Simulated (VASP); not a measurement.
## SrTiO3: single point with PBE

SrTiO3:

```xyz
10
Lattice="-2.8331 2.8331 4.0257 2.8331 -2.8331 4.0257 2.8331 2.8331 -4.0257" Properties=species:S:1:pos:R:3 pbc="T T T"
Sr    0.0000    2.8331    2.0128
Sr    2.8331    0.0000    2.0128
Ti    0.0000    0.0000    0.0000
Ti    0.0000    0.0000    4.0257
O     0.0000    0.0000    2.0128
O     0.0000    0.0000    6.0385
O     1.2924    4.1255    0.0000
O     1.5408    1.2924    0.0000
O     1.5408   -1.2924    4.0257
O     1.2924    1.5408    4.0257
```

```
Program             : VASP 6.6.1
Task                : single point
Functional          : PBE
Potentials or basis : VASP PAW PBE potentials, release 64 (Sr_sv, Ti_sv, O)
Cutoff              : 520 eV
k mesh              : 8 × 8 × 8
Occupations         : gaussian, width 0.05 eV
Spin                : no spin polarisation
```

```json
{
  "Pressure": "-8.4 GPa",
  "Largest force": "0.035 eV/Å",
  "Band gap on the k mesh": "1.77 eV, indirect (the least direct gap lies 2.3 meV higher)"
}
```

Forces in eV/Å, atoms in the order of the input:
```
Sr   0.000  0.000  0.000
Sr   0.000  0.000  0.000
Ti   0.000  0.000  0.000
Ti   0.000  0.000  0.000
O    0.000  0.000  0.000
O    0.000  0.000  0.000
O    0.025  0.025  0.000
O   -0.025  0.025  0.000
O   -0.025 -0.025  0.000
O    0.025 -0.025  0.000
```

Stress tensor (GPa, compression positive):
```
-8.32  0.00  0.00
 0.00 -8.32  0.00
 0.00  0.00 -8.45
```

Levels at points of the mesh, in eV from the valence-band top:
```tsv
k point	band 36	band 37	band 38	band 39	band 40	band 41	band 42	band 43	band 44	band 45
(0.00, 0.00, 0.00)	-0.34	-0.34	-0.10	0.00	0.00	1.77	1.77	1.79	3.61	3.78
(0.50, 0.00, 0.00)	-0.87	-0.71	-0.71	-0.51	-0.51	3.02	3.02	3.07	3.07	3.11
(0.50, 0.50, 0.00)	-1.42	-1.32	-0.68	-0.67	-0.04	1.88	3.32	3.35	3.37	3.39
(0.50, 0.50, 0.50)	-1.39	-1.39	-0.63	-0.63	-0.07	1.91	3.30	3.30	3.47	3.47
```

It took 5.2 min on 1 thread of Intel(R) Xeon(R) 6975P-C (Granite Rapids), on a shared host, peak memory 0.47 GiB.

A k mesh can miss the band edges. PBE gaps usually lie below the measured ones, often by a third to a half.
